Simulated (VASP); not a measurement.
# Ir (I4/mmm) in VASP: further runs

The runs below take Ir through single point, with LDA.

Everything below comes from runs of VASP 6.6.1. Logs are shortened: lines on timing, memory, paths and dates and some standing lists are left out, and cuts for length are marked.

## 1. The cell of the first run

It takes space group I4/mmm (No. 139, tetragonal). The conventional cell has a = 2.582 Å, b = 2.582 Å, c = 4.261 Å, α = 90.00°, β = 90.00°, γ = 90.00°. Ir (site symmetry 4/mmm) has 12 Ir at 2.58 to 2.81 Å within 3.4 Å.

## 2. Single point, LDA (14.20 Å³/atom)

The input, INCAR:

```
PREC = Accurate
ENCUT = 560
EDIFF = 1E-6
ISMEAR = 0
SIGMA = 0.15
LREAL = False
LASPH = True
NELM = 120
ALGO = Normal
ISIF = 2
LWAVE = False
LCHARG = False
NBANDS = 14
GGA_COMPAT = False
```

The input, KPOINTS:

```
Automatic mesh
0
Gamma
  22 22 22
```

The input, POSCAR:

```
Ir
1.0
    0.0000000000      1.8257302191      2.1306271657
    1.8257302191      0.0000000000      2.1306271657
    1.8257302191      1.8257302191      0.0000000000
Ir
1
Direct
    0.0000000000      0.0000000000      0.0000000000
```

Potentials or basis: VASP PAW LDA potentials, release 64 (Ir_sv_GW).

Command:

```
> cat potpaw_LDA.64/Ir_sv_GW/POTCAR > POTCAR
> mpirun -np 1 vasp_std > vasp.out
```

OUTCAR:

```text
PREC = Accurate
   ENCUT = 560
   EDIFF = 1E-6
   ISMEAR = 0
   LREAL = False
   LASPH = True
   NELM = 120
   ISIF = 2

 ion  position               nearest neighbor table
   1  0.000  0.000  0.000-

  LATTYP: Found a body centered tetragonal cell.
 ALAT       =     2.5819724371
 C/A-ratio  =     1.6503872273

  Lattice vectors:

 A1 = (  -1.8257302191,   0.0000000000,   2.1306271657)
 A2 = (   1.8257302191,   0.0000000000,   2.1306271657)
 A3 = (   0.0000000000,   1.8257302191,  -2.1306271657)

Analysis of symmetry for initial positions (statically):
=====================================================================
 Subroutine PRICEL returns:
 Original cell was already a primitive cell.

 Routine SETGRP: Setting up the symmetry group for a
 body centered tetragonal supercell.

 Subroutine GETGRP returns: Found 16 space group operations
 (whereof 16 operations were pure point group operations)
 out of a pool of 16 trial point group operations.

The static configuration has the point symmetry D_4h.

Analysis of symmetry for dynamics (positions and initial velocities):
=====================================================================
 Subroutine PRICEL returns:
 Original cell was already a primitive cell.

 Routine SETGRP: Setting up the symmetry group for a
 body centered tetragonal supercell.

 Subroutine GETGRP returns: Found 16 space group operations
 (whereof 16 operations were pure point group operations)
 out of a pool of 16 trial point group operations.

The dynamic configuration has the point symmetry D_4h.

 Subroutine INISYM returns: Found 16 space group operations
 (whereof 16 operations are pure point group operations),
 and found     1 'primitive' translations

----------------------------------------------------------------------------------------

                                     Primitive cell

  volume of cell :      14.2040

  direct lattice vectors                    reciprocal lattice vectors
     0.000000000  1.825730219  2.130627166    -0.273863025  0.273863025  0.234672686
     1.825730219  0.000000000  2.130627166     0.273863025 -0.273863025  0.234672686
     1.825730219  1.825730219  0.000000000     0.273863025  0.273863025 -0.234672686

  length of vectors
     2.805862248  2.805862248  2.581972437     0.452850066  0.452850066  0.452850066

  position of ions in fractional coordinates (direct lattice)
     0.000000000  0.000000000  0.000000000

  ion indices of the primitive-cell ions
   primitive index   ion index
                 1           1

----------------------------------------------------------------------------------------

 KPOINTS: Automatic mesh

Automatic generation of k-mesh.
 Grid dimensions read from file:
 generate k-points for:   22   22   22

 Generating k-lattice:

  Cartesian coordinates                     Fractional coordinates (reciprocal lattice)
    -0.012448319  0.012448319  0.010666940     0.045454545 -0.000000000  0.000000000
     0.012448319 -0.012448319  0.010666940    -0.000000000  0.045454545  0.000000000
     0.012448319  0.012448319 -0.010666940     0.000000000  0.000000000  0.045454545

  Length of vectors
     0.020584094  0.020584094  0.020584094

  Shift w.r.t. Gamma in fractional coordinates (k-lattice)
     0.000000000  0.000000000  0.000000000

 Subroutine IBZKPT returns following result:
 ===========================================

 Found    834 irreducible k-points:

 Following reciprocal coordinates:
            Coordinates               Weight
  0.000000  0.000000  0.000000      1.000000
  0.045455  0.000000  0.000000      8.000000
  0.090909  0.000000  0.000000      8.000000
  0.136364  0.000000  0.000000      8.000000
  0.181818  0.000000  0.000000      8.000000
  0.227273  0.000000  0.000000      8.000000
[... 16 lines left out ...]
  0.500000  0.045455  0.000000      8.000000
 -0.454545  0.045455  0.000000      8.000000
 [... further k-points ...]
   k-points           NKPTS =    834   k-points in BZ     NKDIM =    834   number of bands    NBANDS=     14
   number of dos      NEDOS =    301   number of ions     NIONS =      1
   total plane-waves  NPLWV =  11520
   dimension x,y,z NGX =    24 NGY =   24 NGZ =   20
   dimension x,y,z NGXF=    48 NGYF=   48 NGZF=   40
   ions per type =               1
   NGX,Y,Z   is equivalent  to a cutoff of  14.22, 14.22, 12.88 a.u.
   NGXF,Y,Z  is equivalent  to a cutoff of  28.44, 28.44, 25.75 a.u.
 SYSTEM =  unknown system
   PREC   = accura    normal or accurate (medium, high low for compatibility)
   ISTART =      0    job   : 0-new  1-cont  2-samecut
   ICHARG =      2    charge: 1-file 2-atom 10-const
   ISPIN  =      1    spin polarized calculation?
   LNONCOLLINEAR =      F non collinear calculations
   LSORBIT =      F    spin-orbit coupling
   LASPH  =      T    aspherical Exc in radial PAW
   ENCUT  =  560.0 eV  41.16 Ry    6.42 a.u.   5.41  5.41  4.98*2*pi/ulx,y,z
   NELM   =    120;   NELMIN=  2; NELMDL= -5     # of ELM steps
   EDIFF  = 0.1E-05   stopping-criterion for ELM
   LREAL  =      F    real-space projection
   EDIFFG = 0.1E-04   stopping-criterion for IOM
   NSW    =      0    number of steps for IOM
   IBRION =     -1    ionic relax: 0-MD 1-quasi-New 2-CG
   NFREE  =      0    steps in history (QN), initial steepest desc. (CG)
   ISIF   =      2    stress and relaxation
   ISYM   =      2    0-nonsym 1-usesym 2-fastsym
   POTIM  = 0.5000    time-step for ionic-motion
   TEBEG  =    0.0;   TEEND  =   0.0 temperature during run
   PSTRESS=    0.0 pullay stress
   NELECT =      17.0000    total number of electrons
   NUPDOWN=      -1.0000    fix difference up-down
   EMIN   =  10.00;   EMAX   =-10.00  energy-range for DOS
   EFERMI =   0.00;   METHOD = LEGACY
   ISMEAR =     0;   SIGMA  =   0.15  broadening in eV -4-tet -1-fermi 0-gaus
   EFERMI_NEDOS =   21; number of points for ismear=-14 and -15
   IALGO  =     38    algorithm
   IMIX   =      4    mixing-type and parameters
     AMIX     =   0.40;   BMIX     =  1.00
     AMIX_MAG =   1.60;   BMIX_MAG =  1.00
  volume/ion in A,a.u.               =      14.20        95.85
  Fermi-wavevector in a.u.,A,eV,Ry     =   1.738151  3.284630 41.105514  3.021170
  Thomas-Fermi vector in A             =   2.811238
   LORBIT       =      0    0 simple, 1 ext, 2 COOP (PROOUT), +10 PAW based schemes
   GGA     = CA    functional components
   LHFCALC =     F    Hartree Fock is set to
   AEXX    =    0.0000 exact exchange contribution
   IVDW    =     0    specifies the selected vdW correction
   LEPSILON=     F    determine dielectric tensor
   LRPA    =     F    only Hartree local field effects (RPA)
 non-spin polarized calculation
 Gauss-broadening in eV      SIGMA  =   0.15
  energy-cutoff  :      560.00
  volume of cell :       14.20
 maximum number of plane-waves:       439
 NGX is ok and might be reduce to    24
   NGX = 11   NGY = 11   NGZ =  9

 number of electron      17.0000000 magnetization

 Free energy of the ion-electron system (eV)
  ---------------------------------------------------
  ext. energy  EPLUGINS =         0.00000000
  ---------------------------------------------------
  free energy    TOTEN  =       -10.64280536 eV

  energy without entropy =      -10.63088496  energy(sigma->0) =      -10.63684516

 E-fermi :  12.5463     XC(G=0): -14.7491

 val. band max:       12.5461316875   @ k =   0.3636   0.0455   0.2727
 cond. band min:      12.5496690769   @ k =  -0.2727   0.3182   0.0909
 fundamental gap:      0.0035373894
 Fermi energy:        12.5462603527

 k-point     1 :       0.0000    0.0000    0.0000
  band No.  band energies     occupation
      1     -79.9098      2.00000
      2     -36.6561      2.00000
      3     -36.5264      2.00000
      4     -36.5264      2.00000
      5       1.5436      2.00000
      6       7.3659      2.00000
      7       9.5976      2.00000
      8       9.5976      2.00000
      9       9.8363      2.00000
     10      12.7028      0.13991
     11      26.6370      0.00000
     12      28.9499      0.00000
     13      33.2735      0.00000
     14      33.2735      0.00000

 k-point     2 :       0.0455    0.0000    0.0000
  band No.  band energies     occupation
      1     -79.9083      2.00000
      2     -36.6614      2.00000
      3     -36.5427      2.00000
      4     -36.5269      2.00000
      5       1.6374      2.00000
      6       7.4005      2.00000
      7       9.5384      2.00000
      8       9.6357      2.00000
      9       9.8441      2.00000
     10      12.6503      0.32684
     11      26.7960      0.00000
     12      29.0352      0.00000
     13      32.8048      0.00000
     14      33.4442      0.00000

 k-point     3 :       0.0909    0.0000    0.0000
  band No.  band energies     occupation
      1     -79.9046      2.00000
      2     -36.6804      2.00000
      3     -36.5874      2.00000
      4     -36.5286      2.00000
      5       1.9120      2.00000
      6       7.4946      2.00000
      7       9.3489      2.00000
      8       9.7448      2.00000
      9       9.9091      2.00000
     10      12.5047      1.30506
     11      27.2344      0.00000
     12      29.1996      0.00000
     13      31.9509      0.00000
     14      33.9438      0.00000
[... 324 lines left out ...]
 k-point    23 :       0.5000    0.0455    0.0000
  band No.  band energies     occupation
      1     -79.8384      2.00000
      2     -37.3966      2.00000
      3     -36.8106      2.00000
      4     -36.5527      2.00000
      5       4.6301      2.00000
      6       7.6066      2.00000
      7       9.7293      2.00000
      8      11.6014      2.00000
      9      13.0738      0.00000
     10      14.0863      0.00000
     11      20.1269      0.00000
     12      25.4845      0.00000
     13      31.2310      0.00000
     14      33.0818      0.00000

 k-point    24 :      -0.4545    0.0455    0.0000
  band No.  band energies     occupation
      1     -79.8381      2.00000
      2     -37.4019      2.00000
      3     -36.8095      2.00000
      4     -36.5498      2.00000
      5       4.6363      2.00000
      6       7.6358      2.00000
      7       9.7138      2.00000
      8      11.4342      2.00000
      9      12.9835      0.00004
     10      14.3013      0.00000
     11      20.1927      0.00000
     12      25.5182      0.00000
     13      31.0468      0.00000
     14      33.3064      0.00000

 [... further k-points ...]
[... 5 lines left out ...]
  --------------------------------------------------------------------------------------
  -------------------------------------------------------------------------------------
  Total        1.2261184      1.2261184     -3.5267805      0.0000000     -0.0000000      0.0000000
  in kB      138.3032263    138.3032263   -397.8124357      0.0000000     -0.0000000      0.0000000
  external PRESSURE =     -40.4019944 kB  Pullay stress =       0.0000000 kB

 VOLUME and BASIS-vectors are now :
 -----------------------------------------------------------------------------
  energy-cutoff  :      560.00
  volume of cell :       14.20
      direct lattice vectors                 reciprocal lattice vectors
     0.000000000  1.825730219  2.130627166    -0.273863025  0.273863025  0.234672686
     1.825730219  0.000000000  2.130627166     0.273863025 -0.273863025  0.234672686
     1.825730219  1.825730219  0.000000000     0.273863025  0.273863025 -0.234672686

 POSITION                                       TOTAL-FORCE (eV/Angst)
 -----------------------------------------------------------------------------------
      0.00000      0.00000      0.00000         0.000000     -0.000000      0.000000
 -----------------------------------------------------------------------------------
    total drift:                               -0.000000     -0.000000      0.000000

  FREE ENERGIE OF THE ION-ELECTRON SYSTEM (eV)
  ---------------------------------------------------
  free  energy   TOTEN  =       -10.6428053553 eV

  energy  without entropy=      -10.6308849559  energy(sigma->0) =      -10.63684516
```

Run time: 1.9 min. Hardware: 1 thread of AMD EPYC 7R13 (Zen 3), shared host; peak memory 0.26 GiB.

Results:

```yaml
Free_energy: -10.6428 eV
Pressure: -4.0 GPa
Band_gap_on_the_k_mesh: zero (an odd number of electrons rules out a gap without spin polarisation)
```

Levels at points of the mesh, in eV from the Fermi level:
```tsv
k point	band 6	band 7	band 8	band 9	band 10	band 11
(0.00, 0.00, 0.00)	-5.18	-2.95	-2.95	-2.71	0.16	14.09
(0.50, 0.00, 0.00)	-4.89	-2.88	-0.59	0.51	1.27	7.57
(0.50, 0.50, 0.00)	-7.28	-0.14	1.23	1.35	1.35	7.84
(0.50, 0.00, 0.50)	-7.12	0.31	0.50	2.68	2.93	10.05
```

Caveat: the stress differs along the axes, from -40 to 14 GPa; spin-orbit coupling is left out, which moves the levels of the heavy elements.

## 3. Single point, LDA (14.57 Å³/atom)

This run uses another cell than the first one, of 14.57 Å³/atom.

The input, INCAR:

```
SYSTEM = Ir
  ALGO = Normal
  EDIFF = 1E-6
  ENCUT = 560
  GGA = CA
  GGA_COMPAT = .FALSE.
  ISIF = 2
  ISMEAR = 0
  LASPH = .TRUE.
  LCHARG = .FALSE.
  LREAL = .FALSE.
  LWAVE = .FALSE.
  NBANDS = 14
  NELM = 120
  PREC = Accurate
  SIGMA = 0.15
```

The input, KPOINTS:

```
k-points
0
G
  22 22 22
  0 0 0
```

The input, POSCAR:

```
Ir
1.0
    0.0000000000      2.0410936996      1.7490131912
    2.0410936996      0.0000000000      1.7490131912
    2.0410936996      2.0410936996      0.0000000000
Ir
1
Direct
    0.0000000000      0.0000000000      0.0000000000
```

Potentials or basis: VASP PAW LDA potentials, release 64 (Ir_sv_GW).

Command:

```
> cat potpaw_LDA.64/Ir_sv_GW/POTCAR > POTCAR
> mpirun -np 1 vasp_std > vasp.out
```

Run time: 97 s. Hardware: 1 thread of AMD EPYC 9R45 (Zen 5), shared host; peak memory 0.27 GiB.

It converged, with:

- Free energy: -10.6496 eV
- Pressure: -14.5 GPa
- Band gap on the k mesh: zero (an odd number of electrons rules out a gap without spin polarisation)

Stress tensor (GPa, compression positive):
```
-28.56   0.00   0.00
  0.00 -28.56   0.00
  0.00   0.00  13.70
```

Levels at points of the mesh, in eV from the Fermi level:
```csv
k point,band 4,band 5,band 6,band 7,band 8,band 9,band 10,band 11,band 12,band 13
"(0.00, 0.00, 0.00)",-48.93,-10.70,-4.04,-4.04,-2.34,-2.34,-0.17,14.23,17.62,17.62
"(0.50, 0.00, 0.00)",-49.01,-7.69,-4.70,-2.54,-0.48,0.31,1.54,7.27,13.15,17.82
"(0.50, 0.50, 0.00)",-49.46,-7.33,-7.09,0.94,1.53,1.53,4.16,9.71,9.71,12.91
"(0.50, 0.00, 0.50)",-49.16,-7.55,-6.66,0.57,0.58,0.83,2.09,9.02,11.69,13.44
```

Caveat: the stress differs along the axes, from -29 to 14 GPa; spin-orbit coupling is left out, which moves the levels of the heavy elements.
